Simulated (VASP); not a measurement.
# PC4 (I4/m) in VASP: notebook

Runs on PC4. Level: PBE. Tasks: single point, relaxation of cell and atoms.

All numbers are computed with VASP 6.6.1; they aren't measurements. Logs are shortened: lines on timing, memory, paths and dates and some standing lists are left out, and cuts for length are marked.

### 1 The cell of the first run

It takes space group I4/m (No. 87, tetragonal). Conventional cell: a = 5.911 Å, b = 5.911 Å, c = 3.670 Å, α = 90.00°, β = 90.00°, γ = 90.00°. P (site symmetry 4/m) has 12 C at 2.60 to 2.64 Å within 3.4 Å. C (site symmetry m) has 9 C at 2.58 to 2.71 Å and 3 P at 2.60 to 2.64 Å within 3.4 Å.

The cell was generated, and may not be a known phase.

### 2 Single point, PBE

Contents of INCAR:

```
SYSTEM = PC4
PREC = Accurate
ENCUT = 520
EDIFF = 1E-6
ISMEAR = 0
SIGMA = 0.1
LREAL = .False.
LASPH = .True.
NELM = 100
ALGO = Normal
ISIF = 2
LWAVE = .False.
LCHARG = .False.
GGA = PE
NBANDS = 18
```

Contents of KPOINTS:

```
Automatic mesh
0
Gamma
  6 6 6
  0 0 0
```

Contents of POSCAR:

```
PC4
1.0
   -2.9553321000      2.9553321000      1.8348577500
    2.9553321000     -2.9553321000      1.8348577500
    2.9553321000      2.9553321000     -1.8348577500
P C
1 4
Direct
    0.0000000000      0.0000000000      0.0000000000
    0.6034164200      0.2047435300      0.8081599500
    0.3965835800      0.7952564700      0.1918400500
    0.2047435300      0.3965835800      0.6013271100
    0.7952564700      0.6034164200      0.3986728900
```

Potentials or basis: VASP PAW PBE potentials, release 64 (P, C).

Command:

```
$ cat potpaw_PBE.64/P/POTCAR potpaw_PBE.64/C/POTCAR > POTCAR
$ mpirun -np 1 vasp_std > vasp.out
```

OUTCAR:

```text
SYSTEM = PC4
   PREC = Accurate
   ENCUT = 520
   EDIFF = 1E-6
   ISMEAR = 0
   LREAL = .False.
   LASPH = .True.
   NELM = 100
   ISIF = 2
   GGA = PE

 ion  position               nearest neighbor table
   1  0.000  0.000  0.000-
   2  0.603  0.205  0.808-
   3  0.397  0.795  0.192-
   4  0.205  0.397  0.601-
   5  0.795  0.603  0.399-

  LATTYP: Found a body centered tetragonal cell.
 ALAT       =     5.9106642000
 C/A-ratio  =     0.6208634725

  Lattice vectors:

 A1 = (  -2.9553321000,   2.9553321000,   1.8348577500)
 A2 = (   2.9553321000,  -2.9553321000,   1.8348577500)
 A3 = (   2.9553321000,   2.9553321000,  -1.8348577500)

Analysis of symmetry for initial positions (statically):
=====================================================================
 Subroutine PRICEL returns:
 Original cell was already a primitive cell.

 Routine SETGRP: Setting up the symmetry group for a
 body centered tetragonal supercell.

 Subroutine GETGRP returns: Found  8 space group operations
 (whereof  8 operations were pure point group operations)
 out of a pool of 16 trial point group operations.

The static configuration has the point symmetry C_4h.

Analysis of symmetry for dynamics (positions and initial velocities):
=====================================================================
 Subroutine PRICEL returns:
 Original cell was already a primitive cell.

 Routine SETGRP: Setting up the symmetry group for a
 body centered tetragonal supercell.

 Subroutine GETGRP returns: Found  8 space group operations
 (whereof  8 operations were pure point group operations)
 out of a pool of 16 trial point group operations.

The dynamic configuration has the point symmetry C_4h.

 Subroutine INISYM returns: Found  8 space group operations
 (whereof  8 operations are pure point group operations),
 and found     1 'primitive' translations

----------------------------------------------------------------------------------------

                                     Primitive cell

  volume of cell :      64.1025

  direct lattice vectors                    reciprocal lattice vectors
    -2.955332100  2.955332100  1.834857750     0.000000000  0.169185724  0.272500688
     2.955332100 -2.955332100  1.834857750     0.169185724  0.000000000  0.272500688
     2.955332100  2.955332100 -1.834857750     0.169185724  0.169185724  0.000000000

  length of vectors
     4.564502011  4.564502011  4.564502011     0.320749800  0.320749800  0.239264745

  position of ions in fractional coordinates (direct lattice)
     0.000000000  0.000000000  0.000000000
     0.603416420  0.204743530  0.808159950
     0.396583580  0.795256470  0.191840050
     0.204743530  0.396583580  0.601327110
     0.795256470  0.603416420  0.398672890

  ion indices of the primitive-cell ions
   primitive index   ion index
                 1           1
                 2           2
                 3           3
                 4           4
                 5           5

----------------------------------------------------------------------------------------

 KPOINTS: Automatic mesh

Automatic generation of k-mesh.
 Grid dimensions read from file:
 generate k-points for:    6    6    6

 Generating k-lattice:

  Cartesian coordinates                     Fractional coordinates (reciprocal lattice)
     0.000000000  0.028197621  0.045416781     0.166666667  0.000000000  0.000000000
     0.028197621  0.000000000  0.045416781     0.000000000  0.166666667  0.000000000
     0.028197621  0.028197621  0.000000000     0.000000000  0.000000000  0.166666667

  Length of vectors
     0.053458300  0.053458300  0.039877457

  Shift w.r.t. Gamma in fractional coordinates (k-lattice)
     0.000000000  0.000000000  0.000000000

 Subroutine IBZKPT returns following result:
 ===========================================

 Found     36 irreducible k-points:

 Following reciprocal coordinates:
            Coordinates               Weight
  0.000000  0.000000  0.000000      1.000000
  0.166667  0.000000  0.000000      8.000000
  0.333333  0.000000 -0.000000      8.000000
  0.500000  0.000000  0.000000      4.000000
  0.166667  0.166667  0.000000      8.000000
  0.333333  0.166667  0.000000      8.000000
[... 16 lines left out ...]
 -0.333333  0.333333 -0.166667      4.000000
 -0.166667  0.333333  0.166667      8.000000
 [... further k-points ...]
   k-points           NKPTS =     36   k-points in BZ     NKDIM =     36   number of bands    NBANDS=     18
   number of dos      NEDOS =    301   number of ions     NIONS =      5
   total plane-waves  NPLWV =  46656
   dimension x,y,z NGX =    36 NGY =   36 NGZ =   36
   dimension x,y,z NGXF=    72 NGYF=   72 NGZF=   72
   ions per type =               1   4
   NGX,Y,Z   is equivalent  to a cutoff of  13.11, 13.11, 13.11 a.u.
   NGXF,Y,Z  is equivalent  to a cutoff of  26.22, 26.22, 26.22 a.u.
 SYSTEM =  PC4
   PREC   = accura    normal or accurate (medium, high low for compatibility)
   ISTART =      0    job   : 0-new  1-cont  2-samecut
   ICHARG =      2    charge: 1-file 2-atom 10-const
   ISPIN  =      1    spin polarized calculation?
   LNONCOLLINEAR =      F non collinear calculations
   LSORBIT =      F    spin-orbit coupling
   LASPH  =      T    aspherical Exc in radial PAW
   ENCUT  =  520.0 eV  38.22 Ry    6.18 a.u.   8.49  8.49  8.49*2*pi/ulx,y,z
   NELM   =    100;   NELMIN=  2; NELMDL= -5     # of ELM steps
   EDIFF  = 0.1E-05   stopping-criterion for ELM
   LREAL  =      F    real-space projection
   EDIFFG = 0.1E-04   stopping-criterion for IOM
   NSW    =      0    number of steps for IOM
   IBRION =     -1    ionic relax: 0-MD 1-quasi-New 2-CG
   NFREE  =      0    steps in history (QN), initial steepest desc. (CG)
   ISIF   =      2    stress and relaxation
   ISYM   =      2    0-nonsym 1-usesym 2-fastsym
   POTIM  = 0.5000    time-step for ionic-motion
   TEBEG  =    0.0;   TEEND  =   0.0 temperature during run
   PSTRESS=    0.0 pullay stress
   NELECT =      21.0000    total number of electrons
   NUPDOWN=      -1.0000    fix difference up-down
   EMIN   =  10.00;   EMAX   =-10.00  energy-range for DOS
   EFERMI =   0.00;   METHOD = LEGACY
   ISMEAR =     0;   SIGMA  =   0.10  broadening in eV -4-tet -1-fermi 0-gaus
   EFERMI_NEDOS =   21; number of points for ismear=-14 and -15
   IALGO  =     38    algorithm
   IMIX   =      4    mixing-type and parameters
     AMIX     =   0.40;   BMIX     =  1.00
     AMIX_MAG =   1.60;   BMIX_MAG =  1.00
  volume/ion in A,a.u.               =      12.82        86.52
  Fermi-wavevector in a.u.,A,eV,Ry     =   1.128556  2.132661 17.328892  1.273638
  Thomas-Fermi vector in A             =   2.265246
   LORBIT       =      0    0 simple, 1 ext, 2 COOP (PROOUT), +10 PAW based schemes
   GGA     = PE    functional components
   LHFCALC =     F    Hartree Fock is set to
   AEXX    =    0.0000 exact exchange contribution
   IVDW    =     0    specifies the selected vdW correction
   LEPSILON=     F    determine dielectric tensor
   LRPA    =     F    only Hartree local field effects (RPA)
 non-spin polarized calculation
 Gauss-broadening in eV      SIGMA  =   0.10
  energy-cutoff  :      520.00
  volume of cell :       64.10
 maximum number of plane-waves:      1739
 NGX is ok and might be reduce to    36
   NGX = 17   NGY = 17   NGZ = 17

 number of electron      21.0000000 magnetization

 Free energy of the ion-electron system (eV)
  ---------------------------------------------------
  ext. energy  EPLUGINS =         0.00000000
  ---------------------------------------------------
  free energy    TOTEN  =       -21.13915093 eV

  energy without entropy =      -21.12519449  energy(sigma->0) =      -21.13217271

 E-fermi :   3.7513     XC(G=0): -10.5405

 val. band max:        3.7041499807   @ k =  -0.3333   0.5000   0.1667
 cond. band min:       3.7610128087   @ k =   0.5000   0.1667   0.0000
 fundamental gap:      0.0568628280
 Fermi energy:         3.7512517653

 k-point     1 :       0.0000    0.0000    0.0000
  band No.  band energies     occupation
      1     -10.2921      2.00000
      2      -4.1114      2.00000
      3      -3.9835      2.00000
      4      -3.9835      2.00000
      5      -3.4149      2.00000
      6       1.1236      2.00000
[... 10 lines left out ...]
     17       5.2762      0.00000
     18       8.8345      0.00000

 k-point     2 :       0.1667    0.0000    0.0000
  band No.  band energies     occupation
      1      -9.9376      2.00000
      2      -4.6736      2.00000
      3      -4.4267      2.00000
      4      -3.5426      2.00000
      5      -3.1496      2.00000
      6       0.1057      2.00000
[... 10 lines left out ...]
     17       6.2578      0.00000
     18       7.9853      0.00000

 k-point     3 :       0.3333    0.0000   -0.0000
  band No.  band energies     occupation
      1      -8.8892      2.00000
      2      -5.0813      2.00000
      3      -4.9155      2.00000
      4      -4.6174      2.00000
      5      -3.5711      2.00000
      6      -1.0488      2.00000
[... 10 lines left out ...]
     17       6.8583      0.00000
     18       7.2356      0.00000

 k-point     4 :       0.5000    0.0000    0.0000
  band No.  band energies     occupation
      1      -7.3290      2.00000
      2      -7.0597      2.00000
      3      -4.9925      2.00000
      4      -4.2824      2.00000
      5      -4.2626      2.00000
      6      -1.5696      2.00000
[... 375 lines left out ...]
      4      -3.3389      2.00000
      5      -2.7648      2.00000
      6       0.6095      2.00000
[... 10 lines left out ...]
     17       6.9692      0.00000
     18       7.6240      0.00000

 k-point    23 :      -0.3333    0.3333   -0.1667
  band No.  band energies     occupation
      1      -9.3543      2.00000
      2      -6.8996      2.00000
      3      -4.9454      2.00000
      4      -3.2674      2.00000
      5      -2.5701      2.00000
      6       0.2086      2.00000
[... 10 lines left out ...]
     17       6.4351      0.00000
     18       7.3403      0.00000

 k-point    24 :      -0.1667    0.3333    0.1667
  band No.  band energies     occupation
      1      -9.1830      2.00000
      2      -5.8615      2.00000
      3      -5.6501      2.00000
      4      -3.7634      2.00000
      5      -3.3080      2.00000
      6       0.5914      2.00000
[... 10 lines left out ...]
     17       6.2614      0.00000
     18       7.5230      0.00000

 [... further k-points ...]
[... 5 lines left out ...]
  --------------------------------------------------------------------------------------
  -------------------------------------------------------------------------------------
  Total      -10.2411303    -10.2411303    -10.2734809     -0.0000001     -0.0000000      0.0000000
  in kB     -255.9667185   -255.9667185   -256.7752877     -0.0000015     -0.0000000      0.0000000
  external PRESSURE =    -256.2362415 kB  Pullay stress =       0.0000000 kB

 VOLUME and BASIS-vectors are now :
 -----------------------------------------------------------------------------
  energy-cutoff  :      520.00
  volume of cell :       64.10
      direct lattice vectors                 reciprocal lattice vectors
    -2.955332100  2.955332100  1.834857750     0.000000000  0.169185724  0.272500688
     2.955332100 -2.955332100  1.834857750     0.169185724  0.000000000  0.272500688
     2.955332100  2.955332100 -1.834857750     0.169185724  0.169185724  0.000000000

 POSITION                                       TOTAL-FORCE (eV/Angst)
 -----------------------------------------------------------------------------------
      0.00000      0.00000      0.00000         0.000000      0.000000      0.000000
      1.21017      3.56659      0.00000         0.297439      0.150516      0.000000
      1.74516     -0.61126      1.83486        -0.297439     -0.150516     -0.000000
      2.34407      1.21017      0.00000        -0.150516      0.297439      0.000000
      0.61126      1.74516      1.83486         0.150516     -0.297439      0.000000
 -----------------------------------------------------------------------------------
    total drift:                                0.000000      0.000000      0.000000

  FREE ENERGIE OF THE ION-ELECTRON SYSTEM (eV)
  ---------------------------------------------------
  free  energy   TOTEN  =       -21.1391509300 eV

  energy  without entropy=      -21.1251944948  energy(sigma->0) =      -21.13217271
```

It took 38 s on 1 thread of Intel Xeon Platinum 8488C (Sapphire Rapids), shared host; peak memory 0.21 GiB.

What came out:

```yaml
Free_energy: -21.1392 eV
Pressure: -25.6 GPa
Largest_force: 0.333 eV/Å
Band_gap_on_the_k_mesh: zero (an odd number of electrons rules out a gap without spin polarisation)
```

Forces on the atoms (eV/Å):
```
P    0.000  0.000  0.000
C    0.297  0.151  0.000
C   -0.297 -0.151  0.000
C   -0.151  0.297  0.000
C    0.151 -0.297  0.000
```

Stress tensor (GPa, compression positive):
```
-25.60   0.00   0.00
  0.00 -25.60   0.00
  0.00   0.00 -25.68
```

Levels at points of the mesh, in eV from the Fermi level:
| k point | band 8 | band 9 | band 10 | band 11 | band 12 | band 13 | band 14 | band 15 |
| --- | --- | --- | --- | --- | --- | --- | --- | --- |
| (0.00, 0.00, 0.00) | -1.99 | -1.73 | -1.12 | -1.01 | -1.01 | -0.25 | 0.73 | 1.13 |
| (0.50, 0.00, 0.00) | -2.70 | -0.89 | -0.72 | -0.30 | -0.25 | 1.59 | 2.17 | 2.18 |
| (0.50, 0.50, 0.00) | -2.20 | -2.09 | -1.98 | 1.31 | 1.36 | 1.44 | 1.62 | 1.66 |
| (0.50, 0.50, 0.50) | -0.28 | -0.23 | 0.60 | 1.26 | 1.32 | 1.32 | 1.42 | 1.42 |

Caveat: the cell stands under tension; an odd number of electrons without spin polarisation forces a metal; a magnetic or distorted state may lie lower.

### 3 Relaxation of cell and atoms, PBE

Contents of INCAR:

```
SYSTEM = PC4
ALGO = Normal ; EDIFF = 1E-6
EDIFFG = -0.04 ; ENCUT = 600
GGA = PE ; IBRION = 2
ISIF = 3 ; ISMEAR = 0
LASPH = .TRUE. ; LCHARG = .FALSE.
LREAL = .FALSE. ; LWAVE = .FALSE.
NELM = 60 ; NSW = 90
PREC = Accurate ; SIGMA = 0.1
```

Contents of KPOINTS:

```
k-points
0
G
  6 6 6
  0 0 0
```

POSCAR is that of step 2.

Potentials or basis: VASP PAW PBE potentials, release 64 (P, C).

Command:

```
$ cat potpaw_PBE.64/P/POTCAR potpaw_PBE.64/C/POTCAR > POTCAR
$ mpirun -np 1 vasp_std > vasp.out
```

OUTCAR:

```text
SYSTEM = PC4
   EDIFF = 1E-6
   EDIFFG = -0.04
   ENCUT = 600
   GGA = PE
   IBRION = 2
   ISIF = 3
   ISMEAR = 0
   LASPH = .TRUE.
   LREAL = .FALSE.
   NELM = 60
   NSW = 90
   PREC = Accurate

 ion  position               nearest neighbor table
   1  0.000  0.000  0.000-
   2  0.603  0.205  0.808-
   3  0.397  0.795  0.192-
   4  0.205  0.397  0.601-
   5  0.795  0.603  0.399-

  LATTYP: Found a body centered tetragonal cell.
 ALAT       =     5.9106642000
 C/A-ratio  =     0.6208634725

  Lattice vectors:

 A1 = (  -2.9553321000,   2.9553321000,   1.8348577500)
 A2 = (   2.9553321000,  -2.9553321000,   1.8348577500)
 A3 = (   2.9553321000,   2.9553321000,  -1.8348577500)

Analysis of symmetry for initial positions (statically):
=====================================================================
 Subroutine PRICEL returns:
[... 1948 lines left out ...]
      5      -3.0828      2.00000
      6      -2.2900      2.00000
      7      -1.4934      2.00000
      8       0.0259      2.00000
      9       1.5729      2.00000
     10       3.9947      1.99972
     11       4.2329      1.20698
     12       7.2229      0.00000
     13       8.2874      0.00000
     14       9.2226      0.00000

 [... further k-points ...]

[... ionic steps 4 to 63 ...]

--------------------------------------- Ionic step       64  -------------------------------------------

 number of electron      21.0000000 magnetization

------------------------ aborting loop because EDIFF is reached ----------------------------------------
[... 73 lines left out ...]
--------------------------------------- Ionic step       66  -------------------------------------------

 number of electron      21.0000000 magnetization

 Free energy of the ion-electron system (eV)
  ---------------------------------------------------
  ext. energy  EPLUGINS =         0.00000000
  ---------------------------------------------------
  free energy    TOTEN  =       -39.16711644 eV

  energy without entropy =      -39.15265968  energy(sigma->0) =      -39.15988806

 E-fermi :   5.8112     XC(G=0): -10.4803

 val. band max:        5.8043382376   @ k =   0.1667   0.0000   0.0000
 cond. band min:       5.8955808369   @ k =   0.3333   0.1667   0.1667
 fundamental gap:      0.0912425994
 Fermi energy:         5.8111645549
[... 440 lines left out ...]
  FREE ENERGIE OF THE ION-ELECTRON SYSTEM (eV)
  ---------------------------------------------------
  free  energy   TOTEN  =       -39.1671164374 eV

  energy  without entropy=      -39.1526596765  energy(sigma->0) =      -39.15988806

 reached required accuracy - stopping structural energy minimisation
```

CONTCAR:

```text
PC4
   1.00000000000000
    -3.2025075709089559    3.2025075099768592    1.2276518939578636
     3.2025075709089559   -3.2025075099768592    1.2276518939578642
     3.2025075099768601    3.2025075709089559   -1.2276518939578638
  P               C
     1     4
Direct
     0.0000000000000000    0.0000000000000000    0.0000000000000000
     0.7858087661619544    0.2143176073747678    0.0001263735367145
     0.2141912338380462    0.7856823926252320    0.9998736264632856
     0.2143176073747679    0.2141912338380461    0.4285088412128141
     0.7856823926252320    0.7858087661619543    0.5714911587871860

  0.00000000E+00  0.00000000E+00  0.00000000E+00
  0.00000000E+00  0.00000000E+00  0.00000000E+00
  0.00000000E+00  0.00000000E+00  0.00000000E+00
  0.00000000E+00  0.00000000E+00  0.00000000E+00
  0.00000000E+00  0.00000000E+00  0.00000000E+00
```

It took 18 min on 1 thread of Intel Xeon Platinum 8488C (Sapphire Rapids), shared host; peak memory 0.22 GiB.

Results:

```
Free energy                           : -39.1671 eV
Relaxed volume                        : 10.07 Å³/atom
Relaxed cell                          : a = 4.692 Å, b = 4.692 Å, c = 4.692 Å, α = 93.92°, β = 93.92°, γ = 149.67°
Space group after relaxing (to 0.1 Å) : I4/mmm (No. 139)
Pressure after relaxing               : 0.1 GPa
Largest force after relaxing          : 0.012 eV/Å
Band gap on the k mesh                : zero (an odd number of electrons rules out a gap without spin polarisation)
```

Forces in eV/Å, atoms in the order of the input:
```
P    0.000  0.000  0.000
C   -0.002 -0.012  0.000
C    0.002  0.012  0.000
C    0.012 -0.002  0.000
C   -0.012  0.002  0.000
```

Final structure:
```
CELL_PARAMETERS angstrom
-3.20251 3.20251 1.22765
3.20251 -3.20251 1.22765
3.20251 3.20251 -1.22765
ATOMIC_POSITIONS crystal
P 0.00000 0.00000 0.00000
C 0.78581 0.21432 0.00013
C 0.21419 0.78568 0.99987
C 0.21432 0.21419 0.42851
C 0.78568 0.78581 0.57149
```

Caveat: the volume moved by over 15 % at a fixed basis, so the end points are rough; an odd number of electrons without spin polarisation forces a metal; a magnetic or distorted state may lie lower.

The gap in the log of VASP goes by the Fermi energy; the results here count the filled bands.